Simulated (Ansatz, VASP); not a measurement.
## CdTe in VASP and in Ansatz

File POSCAR:

```
CdTe
1.0
    0.0000000000      3.2787246853      3.2787246853
    3.2787246853      0.0000000000      3.2787246853
    3.2787246853      3.2787246853      0.0000000000
Cd Te
1 1
Direct
    0.0000000000      0.0000000000      0.0000000000
    0.2500000000      0.2500000000      0.2500000000
```

Contents of INCAR.step1:

```
SYSTEM = CdTe
PREC = Accurate ; ENCUT = 520
ISMEAR = 0 ; SIGMA = 0.05
LREAL = .FALSE. ; LASPH = .TRUE.
NELM = 80 ; NBANDS = 16
GGA = PE ; ALGO = Normal
EDIFF = 1E-4 ; LWAVE = .TRUE.
LCHARG = .FALSE.
```

INCAR.step2

```
SYSTEM = CdTe
PREC = Accurate ; ENCUT = 520
EDIFF = 1E-6 ; ISMEAR = 0
SIGMA = 0.05 ; LREAL = .FALSE.
LASPH = .TRUE. ; NELM = 80
ALGO = Normal ; ISIF = 2
LWAVE = .FALSE. ; LCHARG = .FALSE.
METAGGA = R2SCAN ; LMIXTAU = .TRUE.
NBANDS = 16 ; ISTART = 1
```

File KPOINTS:

```
Automatic mesh
0
G
  15 15 15
  0 0 0
```

Input for Ansatz:

```yaml
crystal:
  lattice:
    - [0.0, 3.2787246853, 3.2787246853]
    - [3.2787246853, 0.0, 3.2787246853]
    - [3.2787246853, 3.2787246853, 0.0]
  atoms:
    - { symbol: Cd, position: [0.0, 0.0, 0.0] }
    - { symbol: Te, position: [0.25, 0.25, 0.25] }
basis:
  ecutwfc: 500
  ecutrho_ratio: 4
kpoints:
  mp_grid: { grid: [15, 15, 15] }
hamiltonian:
  xc: r2scan
scf:
  occupations: { method: gaussian, width: 0.05 }
  mixing: { preconditioner: local_kerker }
output:
  forces: true
  stress: true
```

Alike in both runs: task single point; functional r2SCAN; k mesh 15 × 15 × 15; occupations gaussian, width 0.05 eV; no spin polarisation.

|  | VASP | Ansatz |
| --- | --- | --- |
| version | VASP 6.6.1 | Ansatz 0.2.0 |
| potentials or method | VASP PAW PBE potentials, release 64 (Cd, Te), cutoff 520 eV | scalar-relativistic, plane waves, PAW |
| valence electrons in the cell | 18 | 36 |

Ansatz gave:

| Quantity | Value |
| --- | --- |
| pressure (GPa) | 0.0 |

Estimate VASP's values.

pressure (GPa): 0.1.

VASP's potentials were made for PBE, not for r2SCAN. VASP's potentials hold 18 valence electrons a cell and Ansatz's 36, so a difference there can come from the potentials and not from the codes.

Spin-orbit coupling is off throughout.
